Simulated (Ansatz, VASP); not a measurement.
## Ga in VASP and in Ansatz

```xyz
3
Lattice="4.7651 0.0000 0.0000 -2.3826 4.1267 0.0000 0.0000 0.0000 3.0596" Properties=species:S:1:pos:R:3 pbc="T T T"
Ga    0.0000    0.0000    0.0000
Ga    0.0000    2.7512    1.5298
Ga    2.3826    1.3756    1.5298
```

Alike in both runs: task single point; functional RPBE; k mesh 9 × 9 × 12; occupations fermi-dirac, width 0.1 eV; no spin polarisation.

|  | VASP | Ansatz |
| --- | --- | --- |
| version | VASP 6.6.1 | Ansatz 0.2.0 |
| potentials or method | VASP PAW PBE potentials, release 64 (Ga_d), cutoff 520 eV | plane waves (420 eV) with PAW, scalar-relativistic |
| valence electrons in the cell | 39 | 39 |

|  | VASP | Ansatz | Ansatz less VASP |
| --- | --- | --- | --- |
| pressure (GPa) | 0.3 | 0.1 | -0.17 |
| traceless stress, the component that is largest in VASP (GPa) | -0.37 | -0.34 | +0.032 |

VASP's potentials were made for PBE, not for RPBE.
